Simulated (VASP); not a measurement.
# Y3Sc (Pm-3m) in VASP: single point with PBE

Aim: the single point of Y3Sc with PBE.

All numbers are computed with VASP 6.6.1; they aren't measurements. Logs are shortened: lines on timing, memory, paths and dates and some standing lists are left out, and cuts for length are marked.

### Step 1. The cell of the first run

The structure is cubic, space group Pm-3m (No. 221). The conventional cell has a = 4.953 Å, b = 4.953 Å, c = 4.953 Å, α = 90.00°, β = 90.00°, γ = 90.00°. Y (site symmetry 4/mmm) has 8 Y at 3.50 Å and 4 Sc at 3.50 Å within 4.6 Å. Within 4.6 Å of Sc (site symmetry m-3m) lie 12 Y at 3.50 Å.

### Step 2. Single point, PBE

INCAR reads:

```
  PREC = Accurate
  ENCUT = 520
  EDIFF = 1E-7
  ISMEAR = 0
  SIGMA = 0.1
  LREAL = F
  LASPH = T
  NELM = 80
  ALGO = Fast
  ISIF = 2
  LWAVE = F
  LCHARG = F
  GGA = PE
  NBANDS = 30
```

KPOINTS reads:

```
regular mesh
0
Gamma
  10 10 10
```

POSCAR reads:

```
Y3Sc
1.0
    4.9532023971      0.0000000000      0.0000000000
    0.0000000000      4.9532023971      0.0000000000
    0.0000000000      0.0000000000      4.9532023971
Y Sc
3 1
Direct
    0.0000000000      0.5000000000      0.5000000000
    0.5000000000      0.0000000000      0.5000000000
    0.5000000000      0.5000000000      0.0000000000
    0.0000000000      0.0000000000      0.0000000000
```

Potentials or basis: VASP PAW PBE potentials, release 64 (Y_sv, Sc_sv).

Command:

```sh
> cat potpaw_PBE.64/Y_sv/POTCAR potpaw_PBE.64/Sc_sv/POTCAR > POTCAR
> mpirun -np 1 vasp_std > vasp.out
```

OUTCAR:

```text
PREC = Accurate
   ENCUT = 520
   EDIFF = 1E-7
   ISMEAR = 0
   LREAL = F
   LASPH = T
   NELM = 80
   ISIF = 2
   GGA = PE

 ion  position               nearest neighbor table
   1  0.000  0.500  0.500-   2 3.50   3 3.50   4 3.50   3 3.50   4 3.50   2 3.50   4 3.50   4 3.50
                             2 3.50   3 3.50   3 3.50   2 3.50
   2  0.500  0.000  0.500-   1 3.50   3 3.50   4 3.50   3 3.50   4 3.50   1 3.50   3 3.50   3 3.50
                             1 3.50   4 3.50   4 3.50   1 3.50
   3  0.500  0.500  0.000-   1 3.50   2 3.50   4 3.50   1 3.50   2 3.50   2 3.50   4 3.50   2 3.50
                             1 3.50   4 3.50   1 3.50   4 3.50
   4  0.000  0.000  0.000-   1 3.50   2 3.50   3 3.50   1 3.50   2 3.50   1 3.50   3 3.50   1 3.50
                             2 3.50   3 3.50   2 3.50   3 3.50

  LATTYP: Found a simple cubic cell.
 ALAT       =     4.9532023971

  Lattice vectors:

 A1 = (   4.9532023971,   0.0000000000,   0.0000000000)
 A2 = (   0.0000000000,   4.9532023971,   0.0000000000)
 A3 = (   0.0000000000,   0.0000000000,   4.9532023971)

Analysis of symmetry for initial positions (statically):
=====================================================================
 Subroutine PRICEL returns:
 Original cell was already a primitive cell.

 Routine SETGRP: Setting up the symmetry group for a
 simple cubic supercell.

 Subroutine GETGRP returns: Found 48 space group operations
 (whereof 48 operations were pure point group operations)
 out of a pool of 48 trial point group operations.

The static configuration has the point symmetry O_h .

Analysis of symmetry for dynamics (positions and initial velocities):
=====================================================================
 Subroutine PRICEL returns:
 Original cell was already a primitive cell.

 Routine SETGRP: Setting up the symmetry group for a
 simple cubic supercell.

 Subroutine GETGRP returns: Found 48 space group operations
 (whereof 48 operations were pure point group operations)
 out of a pool of 48 trial point group operations.

The dynamic configuration has the point symmetry O_h .

 Subroutine INISYM returns: Found 48 space group operations
 (whereof 48 operations are pure point group operations),
 and found     1 'primitive' translations

----------------------------------------------------------------------------------------

                                     Primitive cell

  volume of cell :     121.5229

  direct lattice vectors                    reciprocal lattice vectors
     4.953202397  0.000000000  0.000000000     0.201889590  0.000000000  0.000000000
     0.000000000  4.953202397  0.000000000     0.000000000  0.201889590  0.000000000
     0.000000000  0.000000000  4.953202397     0.000000000  0.000000000  0.201889590

  length of vectors
     4.953202397  4.953202397  4.953202397     0.201889590  0.201889590  0.201889590

  position of ions in fractional coordinates (direct lattice)
     0.000000000  0.500000000  0.500000000
     0.500000000  0.000000000  0.500000000
     0.500000000  0.500000000  0.000000000
     0.000000000  0.000000000  0.000000000

  ion indices of the primitive-cell ions
   primitive index   ion index
                 1           1
                 2           2
                 3           3
                 4           4

----------------------------------------------------------------------------------------

 KPOINTS: regular mesh

Automatic generation of k-mesh.
 Grid dimensions read from file:
 generate k-points for:   10   10   10

 Generating k-lattice:

  Cartesian coordinates                     Fractional coordinates (reciprocal lattice)
     0.020188959  0.000000000  0.000000000     0.100000000  0.000000000  0.000000000
     0.000000000  0.020188959  0.000000000     0.000000000  0.100000000  0.000000000
     0.000000000  0.000000000  0.020188959     0.000000000  0.000000000  0.100000000

  Length of vectors
     0.020188959  0.020188959  0.020188959

  Shift w.r.t. Gamma in fractional coordinates (k-lattice)
     0.000000000  0.000000000  0.000000000

 Subroutine IBZKPT returns following result:
 ===========================================

 Found     56 irreducible k-points:

 Following reciprocal coordinates:
            Coordinates               Weight
  0.000000  0.000000  0.000000      1.000000
  0.100000  0.000000  0.000000      6.000000
  0.200000  0.000000  0.000000      6.000000
  0.300000  0.000000  0.000000      6.000000
  0.400000  0.000000  0.000000      6.000000
  0.500000  0.000000  0.000000      3.000000
[... 16 lines left out ...]
  0.200000  0.100000  0.100000     24.000000
  0.300000  0.100000  0.100000     24.000000
 [... further k-points ...]
   k-points           NKPTS =     56   k-points in BZ     NKDIM =     56   number of bands    NBANDS=     30
   number of dos      NEDOS =    301   number of ions     NIONS =      4
   total plane-waves  NPLWV =  64000
   dimension x,y,z NGX =    40 NGY =   40 NGZ =   40
   dimension x,y,z NGXF=    80 NGYF=   80 NGZF=   80
   ions per type =               3   1
   NGX,Y,Z   is equivalent  to a cutoff of  13.43, 13.43, 13.43 a.u.
   NGXF,Y,Z  is equivalent  to a cutoff of  26.85, 26.85, 26.85 a.u.
 SYSTEM =  unknown system
   PREC   = accura    normal or accurate (medium, high low for compatibility)
   ISTART =      0    job   : 0-new  1-cont  2-samecut
   ICHARG =      2    charge: 1-file 2-atom 10-const
   ISPIN  =      1    spin polarized calculation?
   LNONCOLLINEAR =      F non collinear calculations
   LSORBIT =      F    spin-orbit coupling
   LASPH  =      T    aspherical Exc in radial PAW
   ENCUT  =  520.0 eV  38.22 Ry    6.18 a.u.   9.21  9.21  9.21*2*pi/ulx,y,z
   NELM   =     80;   NELMIN=  2; NELMDL= -5     # of ELM steps
   EDIFF  = 0.1E-06   stopping-criterion for ELM
   LREAL  =      F    real-space projection
   EDIFFG = 0.1E-05   stopping-criterion for IOM
   NSW    =      0    number of steps for IOM
   IBRION =     -1    ionic relax: 0-MD 1-quasi-New 2-CG
   NFREE  =      0    steps in history (QN), initial steepest desc. (CG)
   ISIF   =      2    stress and relaxation
   ISYM   =      2    0-nonsym 1-usesym 2-fastsym
   POTIM  = 0.5000    time-step for ionic-motion
   TEBEG  =    0.0;   TEEND  =   0.0 temperature during run
   PSTRESS=    0.0 pullay stress
   NELECT =      44.0000    total number of electrons
   NUPDOWN=      -1.0000    fix difference up-down
   EMIN   =  10.00;   EMAX   =-10.00  energy-range for DOS
   EFERMI =   0.00;   METHOD = LEGACY
   ISMEAR =     0;   SIGMA  =   0.10  broadening in eV -4-tet -1-fermi 0-gaus
   EFERMI_NEDOS =   21; number of points for ismear=-14 and -15
   IALGO  =     68    algorithm
   IMIX   =      4    mixing-type and parameters
     AMIX     =   0.40;   BMIX     =  1.00
     AMIX_MAG =   1.60;   BMIX_MAG =  1.00
  volume/ion in A,a.u.               =      30.38       205.02
  Fermi-wavevector in a.u.,A,eV,Ry     =   1.166827  2.204983 18.524118  1.361484
  Thomas-Fermi vector in A             =   2.303335
   LORBIT       =      0    0 simple, 1 ext, 2 COOP (PROOUT), +10 PAW based schemes
   GGA     = PE    functional components
   LHFCALC =     F    Hartree Fock is set to
   AEXX    =    0.0000 exact exchange contribution
   IVDW    =     0    specifies the selected vdW correction
   LEPSILON=     F    determine dielectric tensor
   LRPA    =     F    only Hartree local field effects (RPA)
 non-spin polarized calculation
 RMM-DIIS sequential band-by-band and
 Gauss-broadening in eV      SIGMA  =   0.10
  energy-cutoff  :      520.00
  volume of cell :      121.52
 maximum number of plane-waves:      3328
 NGX is ok and might be reduce to    40
   NGX = 19   NGY = 19   NGZ = 19

 number of electron      43.9999997 magnetization

 Free energy of the ion-electron system (eV)
  ---------------------------------------------------
  ext. energy  EPLUGINS =         0.00000000
  ---------------------------------------------------
  free energy    TOTEN  =       -25.36455067 eV

  energy without entropy =      -25.32955252  energy(sigma->0) =      -25.34705159

 E-fermi :   3.2376     XC(G=0):  -9.5690

 val. band max:        3.2291113082   @ k =   0.4000   0.3000   0.3000
 cond. band min:       3.2451125984   @ k =   0.4000   0.2000   0.2000
 fundamental gap:      0.0160012902
 Fermi energy:         3.2375709641

 k-point     1 :       0.0000    0.0000    0.0000
  band No.  band energies     occupation
      1     -46.5142      2.00000
      2     -39.2966      2.00000
      3     -39.2101      2.00000
      4     -39.2101      2.00000
      5     -25.1360      2.00000
      6     -25.1360      2.00000
[... 22 lines left out ...]
     29       5.2917      0.00000
     30       6.3597      0.00000

 k-point     2 :       0.1000    0.0000    0.0000
  band No.  band energies     occupation
      1     -46.5142      2.00000
      2     -39.2947      2.00000
      3     -39.2119      2.00000
      4     -39.2100      2.00000
      5     -25.1360      2.00000
      6     -25.1359      2.00000
[... 22 lines left out ...]
     29       5.1521      0.00000
     30       6.3094      0.00000

 k-point     3 :       0.2000    0.0000    0.0000
  band No.  band energies     occupation
      1     -46.5142      2.00000
      2     -39.2893      2.00000
      3     -39.2173      2.00000
      4     -39.2100      2.00000
      5     -25.1360      2.00000
      6     -25.1357      2.00000
[... 22 lines left out ...]
     29       5.0868      0.00000
     30       6.1021      0.00000

 k-point     4 :       0.3000    0.0000    0.0000
  band No.  band energies     occupation
      1     -46.5142      2.00000
      2     -39.2813      2.00000
      3     -39.2253      2.00000
      4     -39.2099      2.00000
      5     -25.1360      2.00000
      6     -25.1354      2.00000
[... 616 lines left out ...]
     29       5.0049      0.00000
     30       6.2872      0.00000

 k-point    23 :       0.2000    0.1000    0.1000
  band No.  band energies     occupation
      1     -46.5142      2.00000
      2     -39.2859      2.00000
      3     -39.2179      2.00000
      4     -39.2127      2.00000
      5     -25.1362      2.00000
      6     -25.1359      2.00000
[... 22 lines left out ...]
     29       5.0966      0.00000
     30       6.0870      0.00000

 k-point    24 :       0.3000    0.1000    0.1000
  band No.  band energies     occupation
      1     -46.5142      2.00000
      2     -39.2782      2.00000
      3     -39.2256      2.00000
      4     -39.2127      2.00000
      5     -25.1362      2.00000
      6     -25.1357      2.00000
[... 22 lines left out ...]
     29       5.2518      0.00000
     30       5.8247      0.00000

 [... further k-points ...]
[... 5 lines left out ...]
  --------------------------------------------------------------------------------------
  -------------------------------------------------------------------------------------
  Total       -0.0660532     -0.0660532     -0.0660532      0.0000000     -0.0000000      0.0000000
  in kB       -0.8708551     -0.8708551     -0.8708551      0.0000000     -0.0000000      0.0000000
  external PRESSURE =      -0.8708551 kB  Pullay stress =       0.0000000 kB

 VOLUME and BASIS-vectors are now :
 -----------------------------------------------------------------------------
  energy-cutoff  :      520.00
  volume of cell :      121.52
      direct lattice vectors                 reciprocal lattice vectors
     4.953202397  0.000000000  0.000000000     0.201889590  0.000000000  0.000000000
     0.000000000  4.953202397  0.000000000     0.000000000  0.201889590  0.000000000
     0.000000000  0.000000000  4.953202397     0.000000000  0.000000000  0.201889590

 POSITION                                       TOTAL-FORCE (eV/Angst)
 -----------------------------------------------------------------------------------
      0.00000      2.47660      2.47660         0.000000      0.000000      0.000000
      2.47660      0.00000      2.47660         0.000000      0.000000      0.000000
      2.47660      2.47660      0.00000         0.000000      0.000000      0.000000
      0.00000      0.00000      0.00000         0.000000      0.000000      0.000000
 -----------------------------------------------------------------------------------
    total drift:                               -0.000000     -0.000000     -0.000000

  FREE ENERGIE OF THE ION-ELECTRON SYSTEM (eV)
  ---------------------------------------------------
  free  energy   TOTEN  =       -25.3645506651 eV

  energy  without entropy=      -25.3295525230  energy(sigma->0) =      -25.34705159
```

Wall time 10 min (1 thread of AMD EPYC 7R13 (Zen 3), shared host); peak memory 0.36 GiB.

What came out:

- Free energy: -25.3646 eV
- Pressure: -0.1 GPa
- Band gap on the k mesh: zero (band 22 reaches 3.71 eV, above the bottom of band 23 at 2.43 eV)

Levels at points of the mesh, in eV from the Fermi level:
| k point | band 19 | band 20 | band 21 | band 22 | band 23 | band 24 | band 25 | band 26 |
| --- | --- | --- | --- | --- | --- | --- | --- | --- |
| (0.00, 0.00, 0.00) | -1.56 | -1.56 | -0.81 | -0.81 | -0.81 | 1.66 | 1.66 | 1.66 |
| (0.50, 0.00, 0.00) | -0.90 | -0.55 | 0.12 | 0.12 | 0.19 | 0.23 | 0.36 | 0.36 |
| (0.50, 0.50, 0.00) | -1.71 | -1.38 | 0.07 | 0.41 | 0.41 | 0.43 | 0.61 | 0.63 |
| (0.50, 0.50, 0.50) | -1.83 | -1.83 | 0.48 | 0.48 | 0.48 | 0.86 | 1.34 | 1.41 |
